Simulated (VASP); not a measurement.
Wanted: the native input for a VASP 6.6.1 run.

```yaml
Task: single point
Functional: PBE
Potentials_or_basis: VASP PAW PBE potentials, release 64 (Ta_pv, H)
Cutoff: 520 eV
k_mesh: 3 × 3 × 3
Occupations: gaussian, width 0.1 eV
Spin: no spin polarisation
Dipole_correction: no
Further_INCAR_settings: LREAL = Auto; ALGO = Normal; EDIFF = 1e-06; NBANDS = 102
```

The structure of Ta16H (a cell with a defect) lies in POSCAR:

```
Ta16H
1.0
    6.6200000000      0.0000000000      0.0000000000
    0.0000000000      6.6200000000      0.0000000000
    0.0000000000      0.0000000000      6.6200000000
Ta H
16 1
Direct
   -0.0058361027      0.0006205438     -0.0092350453
    0.5015409366      0.0006353474     -0.0011202417
    0.0007839879      0.5006385196      0.0001629909
   -0.0058222054      0.0006261329      0.5086188822
    0.2552326284      0.2595540785      0.2497203927
    0.5007746224      0.5006279456      0.0013874622
    0.5015441088      0.0006376133      0.5005353474
    0.7478796073      0.2514578550      0.2497009063
    0.0007746224      0.5006297583      0.4992496979
    0.2552132931      0.7417728097      0.2497131420
    0.2486341390      0.2501709970      0.7497010574
    0.5007827795      0.5006315710      0.4980578550
    0.7478752266      0.7497922961      0.2496992447
    0.7486250755      0.2489664653      0.7497030211
    0.2486629909      0.7510892749      0.7497099698
    0.7486182779      0.7522673716      0.7496981873
    0.1246438066      0.0007208459      0.2496320242
```

These files were run (other wordings do the same):

INCAR

```
PREC = Accurate
ENCUT = 520
EDIFF = 1E-6
ISMEAR = 0
SIGMA = 0.1
LREAL = Auto
LASPH = True
NELM = 100
ALGO = Normal
ISIF = 2
LWAVE = False
LCHARG = False
GGA = PE
NBANDS = 102
```

KPOINTS

```
Automatic mesh
0
Gamma
  3 3 3
```

Potentials or basis: VASP PAW PBE potentials, release 64 (Ta_pv, H).

Run with:

```bash
$ cat potpaw_PBE.64/Ta_pv/POTCAR potpaw_PBE.64/H/POTCAR > POTCAR
$ mpirun -np 1 vasp_std > vasp.out
```

Results of the run:

- Pressure: 3.8 GPa
- Largest force: 0.018 eV/Å
- Band gap on the k mesh: zero (an odd number of electrons rules out a gap without spin polarisation)

Caveat: spin-orbit coupling is left out, which moves the levels of the heavy elements.

Run time: 8.7 min on 1 thread of Oxide Virtual Turin-like Processor, with other jobs on the host, peak memory 0.48 GiB.
